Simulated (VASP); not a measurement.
# BeAg2F4 (I4/mmm) in VASP: a series of runs

The runs below take BeAg2F4 through single point, relaxation of cell and atoms, with PBE.

Everything below comes from runs of VASP 6.6.1. Logs are shortened: lines on timing, memory, paths and dates and some standing lists are left out, and cuts for length are marked.

**1. The cell of the first run**

The structure is tetragonal, space group I4/mmm (No. 139). The conventional cell has a = 3.562 Å, b = 3.562 Å, c = 15.475 Å, α = 90.00°, β = 90.00°, γ = 90.00°. Within 2.4 Å of Be (site symmetry 4/mmm) lie 4 F at 1.78 Å. Ag (site symmetry 4mm) has 8 F at 2.29 to 3.01 Å within 3.1 Å. Within 2.4 Å of F (site symmetry mmm) lie 2 Be at 1.78 Å. Within 3.0 Å of F (site symmetry -4m2) lie 4 Ag at 2.29 Å and 4 F at 2.52 Å.

**2. Single point, PBE**

File INCAR:

```
  PREC = Accurate
  ENCUT = 520
  EDIFF = 1E-7
  ISMEAR = 0
  SIGMA = 0.1
  LREAL = F
  LASPH = T
  NELM = 100
  ALGO = Normal
  ISIF = 2
  LWAVE = F
  LCHARG = F
  GGA = PE
  NBANDS = 35
```

File KPOINTS:

```
regular mesh
0
Gamma
  8 8 8
```

File POSCAR:

```
BeAg2F4
1.0
   -1.7810549503      1.7810549503      7.7373998154
    1.7810549503     -1.7810549503      7.7373998154
    1.7810549503      1.7810549503     -7.7373998154
Be Ag F
1 2 4
Direct
    0.0000000000      0.0000000000      0.0000000000
    0.6568957785      0.6568957785      0.0000000000
    0.3431042215      0.3431042215      0.0000000000
    0.0000000000      0.5000000000      0.5000000000
    0.5000000000      0.0000000000      0.5000000000
    0.2500000000      0.7500000000      0.5000000000
    0.7500000000      0.2500000000      0.5000000000
```

Potentials or basis: VASP PAW PBE potentials, release 64 (Be, Ag, F).

The run is started by

```
$ cat potpaw_PBE.64/Be/POTCAR potpaw_PBE.64/Ag/POTCAR potpaw_PBE.64/F/POTCAR > POTCAR
$ mpirun -np 1 vasp_std > vasp.out
```

OUTCAR:

```text
PREC = Accurate
   ENCUT = 520
   EDIFF = 1E-7
   ISMEAR = 0
   LREAL = F
   LASPH = T
   NELM = 100
   ISIF = 2
   GGA = PE

 ion  position               nearest neighbor table
   1  0.000  0.000  0.000-   4 1.78   5 1.78   4 1.78   5 1.78
   2  0.657  0.657  0.000-   6 2.29   7 2.29   6 2.29   7 2.29
   3  0.343  0.343  0.000-   6 2.29   7 2.29   6 2.29   7 2.29
   4  0.000  0.500  0.500-   1 1.78   1 1.78
   5  0.500  0.000  0.500-   1 1.78   1 1.78
   6  0.250  0.750  0.500-   3 2.29   2 2.29   3 2.29   2 2.29
   7  0.750  0.250  0.500-   3 2.29   2 2.29   3 2.29   2 2.29

  LATTYP: Found a body centered tetragonal cell.
 ALAT       =     3.5621099006
 C/A-ratio  =     4.3442791106

  Lattice vectors:

 A1 = (  -1.7810549503,   1.7810549503,   7.7373998154)
 A2 = (   1.7810549503,  -1.7810549503,   7.7373998154)
 A3 = (   1.7810549503,   1.7810549503,  -7.7373998154)

Analysis of symmetry for initial positions (statically):
=====================================================================
 Subroutine PRICEL returns:
 Original cell was already a primitive cell.

 Routine SETGRP: Setting up the symmetry group for a
 body centered tetragonal supercell.

 Subroutine GETGRP returns: Found 16 space group operations
 (whereof 16 operations were pure point group operations)
 out of a pool of 16 trial point group operations.

The static configuration has the point symmetry D_4h.

Analysis of symmetry for dynamics (positions and initial velocities):
=====================================================================
 Subroutine PRICEL returns:
 Original cell was already a primitive cell.

 Routine SETGRP: Setting up the symmetry group for a
 body centered tetragonal supercell.

 Subroutine GETGRP returns: Found 16 space group operations
 (whereof 16 operations were pure point group operations)
 out of a pool of 16 trial point group operations.

The dynamic configuration has the point symmetry D_4h.

 Subroutine INISYM returns: Found 16 space group operations
 (whereof 16 operations are pure point group operations),
 and found     1 'primitive' translations

----------------------------------------------------------------------------------------

                                     Primitive cell

[... 101 lines left out ...]
   LREAL  =      F    real-space projection
   EDIFFG = 0.1E-05   stopping-criterion for IOM
   NSW    =      0    number of steps for IOM
   IBRION =     -1    ionic relax: 0-MD 1-quasi-New 2-CG
   NFREE  =      0    steps in history (QN), initial steepest desc. (CG)
   ISIF   =      2    stress and relaxation
   ISYM   =      2    0-nonsym 1-usesym 2-fastsym
   POTIM  = 0.5000    time-step for ionic-motion
   TEBEG  =    0.0;   TEEND  =   0.0 temperature during run
   PSTRESS=    0.0 pullay stress
   NELECT =      52.0000    total number of electrons
   NUPDOWN=      -1.0000    fix difference up-down
   EMIN   =  10.00;   EMAX   =-10.00  energy-range for DOS
   EFERMI =   0.00;   METHOD = LEGACY
   ISMEAR =     0;   SIGMA  =   0.10  broadening in eV -4-tet -1-fermi 0-gaus
   EFERMI_NEDOS =   21; number of points for ismear=-14 and -15
   IALGO  =     38    algorithm
   IMIX   =      4    mixing-type and parameters
     AMIX     =   0.40;   BMIX     =  1.00
     AMIX_MAG =   1.60;   BMIX_MAG =  1.00
  volume/ion in A,a.u.               =      14.03        94.65
  Fermi-wavevector in a.u.,A,eV,Ry     =   1.324563  2.503062 23.870986  1.754468
  Thomas-Fermi vector in A             =   2.454089
   LORBIT       =      0    0 simple, 1 ext, 2 COOP (PROOUT), +10 PAW based schemes
   GGA     = PE    functional components
   LHFCALC =     F    Hartree Fock is set to
   AEXX    =    0.0000 exact exchange contribution
   IVDW    =     0    specifies the selected vdW correction
   LEPSILON=     F    determine dielectric tensor
   LRPA    =     F    only Hartree local field effects (RPA)
 non-spin polarized calculation
 Gauss-broadening in eV      SIGMA  =   0.10
  energy-cutoff  :      520.00
  volume of cell :       98.18
 maximum number of plane-waves:      2665
 NGX is ok and might be reduce to    64
   NGX = 31   NGY = 31   NGZ = 31

 number of electron      51.9999987 magnetization

 Free energy of the ion-electron system (eV)
  ---------------------------------------------------
  ext. energy  EPLUGINS =         0.00000000
  ---------------------------------------------------
  free energy    TOTEN  =       -26.04654544 eV

  energy without entropy =      -26.04040684  energy(sigma->0) =      -26.04347614

 E-fermi :   2.5430     XC(G=0):  -9.7290

 val. band max:        2.5286695473   @ k =   0.1250   0.0000   0.0000
 cond. band min:       2.6204455586   @ k =  -0.1250   0.1250   0.0000
 fundamental gap:      0.0917760113
 Fermi energy:         2.5429804138

 k-point     1 :       0.0000    0.0000    0.0000
  band No.  band energies     occupation
      1     -22.5762      2.00000
      2     -21.4479      2.00000
      3     -19.2051      2.00000
      4     -18.1645      2.00000
      5      -5.7304      2.00000
      6      -5.7304      2.00000
[... 901 lines left out ...]
     34      11.9443      0.00000
     35      12.8707      0.00000

 [... further k-points ...]

------------------------ aborting loop because EDIFF is reached ----------------------------------------

  FORCE on cell =-STRESS in cart. coord.  units (eV):
  Direction    XX          YY          ZZ          XY          YZ          ZX
  --------------------------------------------------------------------------------------
  -------------------------------------------------------------------------------------
  Total       -0.2437833     -0.2437833     -0.0524113      0.0000000      0.0000000      0.0000000
  in kB       -3.9783679     -3.9783679     -0.8553150      0.0000000      0.0000000      0.0000000
  external PRESSURE =      -2.9373503 kB  Pullay stress =       0.0000000 kB

 VOLUME and BASIS-vectors are now :
 -----------------------------------------------------------------------------
  energy-cutoff  :      520.00
  volume of cell :       98.18
      direct lattice vectors                 reciprocal lattice vectors
    -1.781054950  1.781054950  7.737399815     0.000000000  0.280732495  0.064621192
     1.781054950 -1.781054950  7.737399815     0.280732495  0.000000000  0.064621192
     1.781054950  1.781054950 -7.737399815     0.280732495  0.280732495  0.000000000

 POSITION                                       TOTAL-FORCE (eV/Angst)
 -----------------------------------------------------------------------------------
      0.00000      0.00000      0.00000         0.000000      0.000000     -0.000000
      0.00000      0.00000     10.16533         0.000000      0.000000      0.033506
      0.00000      0.00000      5.30947        -0.000000     -0.000000     -0.033506
      1.78105      0.00000      0.00000         0.000000      0.000000     -0.000000
      0.00000      1.78105      0.00000         0.000000      0.000000     -0.000000
      1.78105     -0.00000      3.86870         0.000000      0.000000     -0.000000
     -0.00000      1.78105      3.86870         0.000000      0.000000      0.000000
 -----------------------------------------------------------------------------------
    total drift:                               -0.000000     -0.000000      0.000000

  FREE ENERGIE OF THE ION-ELECTRON SYSTEM (eV)
  ---------------------------------------------------
  free  energy   TOTEN  =       -26.0465454387 eV

  energy  without entropy=      -26.0404068430  energy(sigma->0) =      -26.04347614
```

stdout:

```text
POSCAR found type information on POSCAR BeAgF
 POSCAR found :  3 types and       7 ions
 scaLAPACK will be used
 LDA part: xc-table for (Slater+PW92), standard interpolation
 POSCAR, INCAR and KPOINTS ok, starting setup
 FFT: planning ... GRIDC
 FFT: planning ... GRID_SOFT
 FFT: planning ... GRID
 WAVECAR not read
 entering main loop
```

Wall time 8.3 min (1 thread of Intel Xeon 6975P-C (Granite Rapids), shared host); peak memory 0.65 GiB.

What came out:

```
Free energy            : -26.0465 eV
Pressure               : -0.3 GPa
Largest force          : 0.034 eV/Å
Band gap on the k mesh : zero (bands 26 and 27 overlap by 0.03 eV)
```

Forces on the atoms (eV/Å):
```
Be   0.000  0.000  0.000
Ag   0.000  0.000  0.034
Ag   0.000  0.000 -0.034
F    0.000  0.000  0.000
F    0.000  0.000  0.000
F    0.000  0.000  0.000
F    0.000  0.000  0.000
```

**3. Relaxation of cell and atoms, PBE**

This run uses another cell than the first one, of 11.04 Å³/atom.

File INCAR:

```
ALGO = Normal
EDIFF = 1E-6
EDIFFG = -0.04
ENCUT = 600
GGA = PE
IBRION = 2
ISIF = 3
ISMEAR = 0
LASPH = T
LCHARG = F
LREAL = F
LWAVE = F
NELM = 60
NSW = 90
PREC = Accurate
SIGMA = 0.1
```

File KPOINTS:

```
k-points
0
Gamma
  8 8 8
```

File POSCAR:

```
BeAg2F4
1.0
   -1.7396008100      1.7396008100      6.3863069200
    1.7396008100     -1.7396008100      6.3863069200
    1.7396008100      1.7396008100     -6.3863069200
Be Ag F
1 2 4
Direct
    0.0000000000      0.0000000000      0.0000000000
    0.6437500000      0.6437500000      0.0000000000
    0.3562500000      0.3562500000      0.0000000000
    0.0000000000      0.5000000000      0.5000000000
    0.5000000000      0.0000000000      0.5000000000
    0.2500000000      0.7500000000      0.5000000000
    0.7500000000      0.2500000000      0.5000000000
```

Potentials or basis: VASP PAW PBE potentials, release 64 (Be, Ag, F).

The run is started by

```
$ cat potpaw_PBE.64/Be/POTCAR potpaw_PBE.64/Ag/POTCAR potpaw_PBE.64/F/POTCAR > POTCAR
$ mpirun -np 1 vasp_std > vasp.out
```

Run time: 37 min. Hardware: 1 thread of Intel Xeon 6975P-C (Granite Rapids), shared host; peak memory 0.59 GiB.

Results (log left out):

```
Free energy                           : -25.9821 eV
Relaxed volume                        : 13.70 Å³/atom
Relaxed cell                          : a = 7.935 Å, b = 7.935 Å, c = 7.935 Å, α = 154.00°, β = 154.00°, γ = 37.10°
Space group after relaxing (to 0.1 Å) : I4/mmm (No. 139)
Energy gained by relaxing             : 142.4 meV/atom
Ionic steps                           : 14
Pressure after relaxing               : 0.0 GPa
Band gap on the k mesh                : zero (bands 26 and 27 overlap by 0.03 eV)
```

The path:
```
step  energy change (eV)  largest force (eV/Å)  pressure (GPa)  volume (Å³)
   1              0.0000                0.0481           19.89        77.31
   2             -0.7343                1.1597           -2.11        93.67
   3             -0.7493                1.0308            0.01        91.14
   4             -0.8477                0.6012            0.13        92.08
   5             -0.9279                0.2522            1.13        93.92
   6             -0.9653                0.0640           -0.47        96.13
   7             -0.9733                0.1111           -1.81        98.15
   8             -0.9918                0.0327           -1.03        97.59
   9             -0.9927                0.0134           -0.84        97.44
  10             -0.9957                0.0982            0.02        96.35
  11             -0.9957                0.0922           -0.03        96.41
  12             -0.9965                0.0556           -0.02        96.20
  13             -0.9967                0.0407            0.02        95.66
  14             -0.9970                0.0004            0.00        95.89
```

Final structure:
```xyz
7
Lattice="-1.7851 1.7851 7.5227 1.7851 -1.7851 7.5227 1.7851 1.7851 -7.5227" Properties=species:S:1:pos:R:3 pbc="T T T"
Be    0.0000    0.0000    0.0000
Ag    0.0000    0.0000    9.8562
Ag    0.0000    0.0000    5.1891
F     1.7851    0.0000    0.0000
F     0.0000    1.7851    0.0000
F     1.7851    0.0000    3.7613
F     0.0000    1.7851    3.7613
```

Levels at points of the mesh, in eV from the Fermi level:
```tsv
k point	band 24	band 25	band 26	band 27	band 28	band 29
(0.00, 0.00, 0.00)	-0.53	-0.41	-0.41	-0.05	2.47	4.80
(0.50, 0.00, 0.00)	-0.76	-0.41	-0.36	3.24	3.50	3.55
(0.50, 0.50, 0.00)	-0.99	-0.27	-0.26	3.30	5.22	5.68
(0.50, 0.50, 0.50)	-0.45	-0.45	-0.02	0.45	1.23	5.80
```

Caveat: the volume moved by over 15 % at a fixed basis, so the end points are rough.

**4. Single point, PBE, collinear spin**

File INCAR:

```
SYSTEM = BeAg2F4
  ALGO = Normal
  EDIFF = 1E-7
  ENCUT = 520
  GGA = PE
  ISIF = 2
  ISMEAR = 0
  ISPIN = 2
  LASPH = .TRUE.
  LCHARG = .FALSE.
  LMAXMIX = 4
  LORBIT = 11
  LREAL = .FALSE.
  LWAVE = .FALSE.
  MAGMOM = 0 1 1 0 0 0 0
  NBANDS = 39
  NELM = 150
  PREC = Accurate
  SIGMA = 0.1
```

File KPOINTS:

```
k-points
0
G
  6 6 6
  0 0 0
```

File POSCAR:

```
BeAg2F4
1.0
   -1.7810549503      1.7810549503      7.7373998154
    1.7810549503     -1.7810549503      7.7373998154
    1.7810549503      1.7810549503     -7.7373998154
Be Ag F
1 2 4
Direct
    0.0000000000      0.0000000000      0.0000000000
    0.6568957785      0.6568957785      0.0000000000
    0.3431042215      0.3431042215      0.0000000000
    0.0000000000      0.5000000000      0.5000000000
    0.5000000000      0.0000000000      0.5000000000
    0.2500000000      0.7500000000      0.5000000000
    0.7500000000      0.2500000000      0.5000000000
```

The run is started by

```
$ cat potpaw_PBE.64/Be/POTCAR potpaw_PBE.64/Ag/POTCAR potpaw_PBE.64/F/POTCAR > POTCAR
$ mpirun -np 1 vasp_std > vasp.out
```

Run time: 9 min. Hardware: 1 thread of Intel Xeon 6975P-C (Granite Rapids), shared host; peak memory 0.82 GiB.

The run converged. Its results:

```
Free energy                                           : -26.0474 eV
Pressure                                              : -0.3 GPa
Largest force                                         : 0.030 eV/Å
Band gap on the k mesh                                : zero (filled and empty bands overlap)
Net moment                                            : 0.00 μB per cell
Valence electrons inside the program's atomic spheres : Be 0.64; Ag 9.66; F 6.09, 6.06 (each value once)
```

Forces on the atoms (eV/Å):
```
Be   0.000  0.000  0.000
Ag   0.000  0.000  0.030
Ag   0.000  0.000 -0.030
F    0.000  0.000  0.000
F    0.000  0.000  0.000
F    0.000  0.000  0.000
F    0.000  0.000  0.000
```

Stress tensor (GPa, compression positive):
```
-0.40  0.00  0.00
 0.00 -0.40  0.00
 0.00  0.00 -0.10
```

Levels at points of the mesh, in eV from the Fermi level:
Spin up:
| k point | band 24 | band 25 | band 26 | band 27 | band 28 | band 29 |
| --- | --- | --- | --- | --- | --- | --- |
| (0.00, 0.00, 0.00) | -0.55 | -0.39 | -0.39 | -0.06 | 2.28 | 4.71 |
| (0.50, 0.00, 0.00) | -0.78 | -0.40 | -0.37 | 3.18 | 3.51 | 3.55 |
| (0.50, 0.50, 0.00) | -1.01 | -0.24 | -0.24 | 3.34 | 5.17 | 5.72 |
| (0.50, 0.50, 0.50) | -0.42 | -0.42 | -0.03 | 0.41 | 1.06 | 5.69 |
Spin down:
```tsv
k point	band 22	band 23	band 24	band 25	band 26	band 27	band 28	band 29	band 30	band 31
(0.00, 0.00, 0.00)	-0.55	-0.55	-0.55	-0.39	-0.39	-0.06	2.28	4.71	7.39	8.34
(0.50, 0.00, 0.00)	-1.61	-0.87	-0.78	-0.40	-0.37	3.18	3.51	3.55	3.93	8.18
(0.50, 0.50, 0.00)	-1.39	-1.22	-1.01	-0.24	-0.24	3.34	5.17	5.72	5.72	6.25
(0.50, 0.50, 0.50)	-0.49	-0.49	-0.42	-0.42	-0.03	0.41	1.06	5.69	6.47	9.84
```

**5. The runs side by side**

```tsv
task	spin	cell	k mesh	cutoff (eV)	gap on the mesh (eV)	pressure (GPa)	largest force (eV/Å)
single point	off	a = 8.137 Å, angles 154.7, 154.7, 36.1°, 7 atoms, atomic positions A	8 × 8 × 8	520	none	-0.3	0.03
relaxation of cell and atoms	off	relaxed from a = 6.844 Å, angles 150.5, 150.5, 42.1°, 7 atoms, atomic positions B	8 × 8 × 8	600	none	0.0	-
single point	collinear	a = 8.137 Å, angles 154.7, 154.7, 36.1°, 7 atoms, atomic positions A	6 × 6 × 6	520	none	-0.3	0.03
```

Alike in all rows: level PBE; potentials or basis VASP PAW PBE potentials, release 64 (Be, Ag, F); smearing gaussian 0.1 eV.

Caveats: the volume moved by over 15 % at a fixed basis, so the end points are rough (at least some runs).

Absolute energies hang on the potentials; compare differences alone.
